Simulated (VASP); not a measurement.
Here is a VASP 6.6.1 calculation.

POSCAR

```
LiH17O9
1.0
    7.1738770000      0.0000000000      0.0000000000
    0.0000000000      7.1738770000      0.0000000000
    0.0000000000      0.0000000000      7.1738770000
O H Li
9 17 1
Direct
   -0.0989701942      0.3480544760      0.0674391267
    0.9657818220      0.8435327230      0.8971578409
    0.5286681107      0.5858896103      0.2069313427
    0.3572266433      0.7429316115      0.9126864037
    0.6866440559      0.9878758724      0.3971074497
    0.4293633693      0.0720391498      0.7064380948
    0.9478974897      0.4036868767      0.6871737556
    0.9253573765      0.6838282842      0.3965498712
    0.6456341529      0.5577458326      0.7897542709
   -0.0323953143      0.3681273041     -0.0505584358
   -0.0491505500      0.2335557189      0.1076266013
    1.0936903435      0.7980621915      0.8742274226
    0.9239076722      0.8256483907      1.0193511821
    0.4578138153      0.6566463295      0.1134254184
    0.4326112645      0.5348990511      0.2971893719
    0.4022232330      0.8570818819      0.8695855811
    0.4425640417      0.6568693609      0.8389187604
    0.6164309759      0.8986214846      0.3238416271
    0.7926676189      0.9085742619      0.4456864817
    0.3273125536      0.0096739880      0.6432783835
    0.5253644577      0.0673415505      0.6221322167
    0.9761249043      0.2791098872      0.6652190998
    0.8077919373      0.4257391087      0.7039289913
    0.8429193865      0.5989230091      0.3356483530
    0.9472702139      0.6159152157      0.5135995501
    0.7165720851      0.6687876026      0.7924445875
    0.6457177897      0.4390373573      0.0149152265
```

File INCAR.step1:

```
SYSTEM = LiH17O9
PREC = Accurate
ENCUT = 520
ISMEAR = -1
SIGMA = 0.05
LREAL = Auto
LASPH = .TRUE.
NELM = 60
NBANDS = 56
GGA = PE
ALGO = Normal
EDIFF = 1E-4
LWAVE = .TRUE.
LCHARG = .FALSE.
```

INCAR.step2

```
SYSTEM = LiH17O9
PREC = Accurate
ENCUT = 520
EDIFF = 1E-6
ISMEAR = -1
SIGMA = 0.05
LREAL = Auto
LASPH = .TRUE.
NELM = 60
ALGO = Normal
ISIF = 2
LWAVE = .FALSE.
LCHARG = .TRUE.
METAGGA = R2SCAN
LMIXTAU = .TRUE.
LELF = .TRUE.
LVHAR = .TRUE.
NBANDS = 56
ISTART = 1
```

KPOINTS

```
Automatic mesh
0
G
  1 1 1
  0 0 0
```

Potentials or basis: VASP PAW PBE potentials, release 64 (O, H, Li_sv).

The run is started by

```console
$ cat potpaw_PBE.64/O/POTCAR potpaw_PBE.64/H/POTCAR potpaw_PBE.64/Li_sv/POTCAR > POTCAR
$ cp INCAR.step1 INCAR
$ mpirun -np 1 vasp_gam > vasp.out
$ cp INCAR.step2 INCAR
$ mpirun -np 1 vasp_gam > vasp.out
```

Problem. What does it give for the largest force?

Solution. 3.498 eV/Å.

Problem. What does it give for the band gap on the k mesh?

Solution. 4.12 eV.

Forces on the atoms (eV/Å):
```
O   -0.189  0.880 -0.636
O    0.569  0.581 -2.360
O   -1.251 -1.046  1.537
O   -0.663 -2.110  0.360
O    0.897 -0.526  0.606
O   -2.787 -0.109  2.071
O   -0.452  1.840  0.403
O    0.481  0.072  0.941
O   -1.070 -1.178  0.012
H   -0.391  0.438 -0.171
H    0.185 -1.218  0.765
H   -0.665 -0.091  0.982
H    0.184 -0.498  1.518
H   -0.476  0.409 -0.318
H    1.494  0.849 -1.268
H    0.681  2.338 -0.522
H    0.178 -0.182  0.159
H    0.113 -0.014  0.133
H   -1.157  0.488 -0.771
H    0.174  0.237  0.094
H    2.625 -0.186 -2.304
H    0.183 -1.905 -0.581
H    0.399  0.294  0.237
H   -0.477 -0.266 -0.570
H    0.194  0.129 -0.246
H    0.807  0.951 -0.079
Li   0.412 -0.177  0.009
```

Caveat: the k points lie up to 0.88 Å⁻¹ apart; the PAW data sets were made with another functional, which shifts forces and pressure a little.
